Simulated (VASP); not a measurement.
Here is a VASP 6.6.1 calculation.

INCAR

```
PREC = Accurate ; ENCUT = 520
EDIFF = 1E-6 ; ISMEAR = 0
SIGMA = 0.05 ; LREAL = Auto
LASPH = T ; NELM = 60
ALGO = Normal ; ISIF = 2
LWAVE = F ; LCHARG = F
GGA = PE ; NBANDS = 60
```

The input KPOINTS:

```
regular mesh
0
Gamma
  1 1 4
```

POSCAR

```
Ga2H7N2
1.0
   13.3000000000      0.0000000000      0.0000000000
    0.0000000000     15.1000000000      0.0000000000
    0.0000000000      0.0000000000      7.8781932339
Ga N H
4 4 14
Direct
    0.5503143978      0.5000000000      0.0000000000
    0.4106972584      0.5000000000      0.3333333333
    0.4805058281      0.6064986397      0.6666666667
    0.4805058281      0.3935013603      0.6666666667
    0.5503143978      0.5000000000      0.2500000000
    0.4106972584      0.5000000000      0.5833333333
    0.4805058281      0.6064986397      0.9166666667
    0.4805058281      0.3935013603      0.9166666667
    0.6616083974      0.5000000000      0.9335719095
    0.5864672257      0.4448459263      0.2931571034
    0.5864672257      0.5551540737      0.2931571034
    0.3550502586      0.4151059846      0.2669052428
    0.3550502586      0.5848940154      0.2669052428
    0.3383916026      0.5000000000      0.6264904367
    0.4248588283      0.6913926551      0.6002385761
    0.5917998277      0.6064986397      0.6002385761
    0.5166586560      0.6616527134      0.9598237701
    0.4082001723      0.6064986397      0.9598237701
    0.4248588283      0.3086073449      0.6002385761
    0.5917998277      0.3935013603      0.6002385761
    0.5166586560      0.3383472866      0.9598237701
    0.4082001723      0.3935013603      0.9598237701
```

Potentials or basis: VASP PAW PBE potentials, release 64 (Ga_d, N, H).

Command:

```sh
$ cat potpaw_PBE.64/Ga_d/POTCAR potpaw_PBE.64/N/POTCAR potpaw_PBE.64/H/POTCAR > POTCAR
$ mpirun -np 1 vasp_std > vasp.out
```

Question: Predict the band gap on the k mesh.

Answer: 4.08 eV.

Question: What does it give for the largest force?

Answer: 1.661 eV/Å.

Forces on the atoms (eV/Å):
```
Ga   1.206  0.000 -0.187
Ga  -1.290  0.000  0.133
Ga   0.035  0.862 -1.419
Ga   0.035 -0.862 -1.419
N   -0.345  0.000 -0.160
N    0.677  0.000  0.769
N   -0.124 -0.839  0.421
N   -0.124  0.839  0.421
H   -0.141  0.000  0.035
H    0.266  0.109  0.221
H    0.266 -0.109  0.221
H    0.202 -0.303 -0.096
H    0.202  0.303 -0.096
H   -0.231  0.000 -0.198
H   -0.276  0.098  0.207
H    0.191 -0.252  0.125
H   -0.166  0.102  0.082
H   -0.067  0.391  0.263
H   -0.276 -0.098  0.207
H    0.191  0.252  0.125
H   -0.166 -0.102  0.082
H   -0.067 -0.391  0.263
```
